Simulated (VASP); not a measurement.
Set up this calculation in VASP 6.6.1, as the native input.

```yaml
Task: single point
Functional: PBEsol
Potentials_or_basis: VASP PAW PBE potentials, release 64 (Ti_sv, H)
Cutoff: 520 eV
k_mesh: 4 × 3 × 5
Occupations: gaussian, width 0.1 eV
Spin: no spin polarisation
Dipole_correction: no
Further_INCAR_settings: ALGO = Normal; EDIFF = 1e-07; NBANDS = 84
```

The structure of Ti12H (a cell with a defect) lies in POSCAR:

```
Ti12H
1.0
    5.9000000000      0.0000000000      0.0000000000
   -4.4250000000      7.6643250000      0.0000000000
    0.0000000000      0.0000000000      4.6846000000
Ti H
12 1
Direct
    0.0015673263      0.0009146272     -0.0079432609
    0.1633817728      0.2184898213      0.4974794006
    0.0050053957      0.3297351039      0.0002130385
    0.1756033206      0.5588767439      0.5062233702
    0.0052579866      0.6724011573      0.0022465098
    0.1677136029      0.8900402840      0.4986380908
    0.4983516276     -0.0016014457     -0.0025669214
    0.6628212685      0.2166647422      0.5030847885
    0.4869850606      0.3284734142     -0.0004939589
    0.6650165748      0.5581036817      0.5058594117
    0.5029981480      0.6687331239      0.0021912223
    0.6669637289      0.8882467797      0.5008337958
    0.8350981566      0.4440788980      0.3126589250
```

One way to write it, as run:

INCAR

```
SYSTEM = Ti12H
PREC = Accurate ; ENCUT = 520
EDIFF = 1E-7 ; ISMEAR = 0
SIGMA = 0.1 ; LREAL = .False.
LASPH = .True. ; NELM = 60
ALGO = Normal ; ISIF = 2
LWAVE = .False. ; LCHARG = .False.
GGA = PS ; NBANDS = 84
```

KPOINTS

```
Automatic mesh
0
Gamma
  4 3 5
  0 0 0
```

Potentials or basis: VASP PAW PBE potentials, release 64 (Ti_sv, H).

Command:

```console
$ cat potpaw_PBE.64/Ti_sv/POTCAR potpaw_PBE.64/H/POTCAR > POTCAR
$ mpirun -np 1 vasp_std > vasp.out
```

It gave:

| Item | Value |
| --- | --- |
| Pressure | -5.1 GPa |
| Largest force | 0.678 eV/Å |
| Band gap on the k mesh | zero (an odd number of electrons rules out a gap without spin polarisation) |

Caveat: the PAW data sets were made with another functional, which shifts forces and pressure a little.

Wall time 32 min on 1 thread of Oxide Virtual Turin-like Processor, on a shared host, peak memory 0.54 GiB.
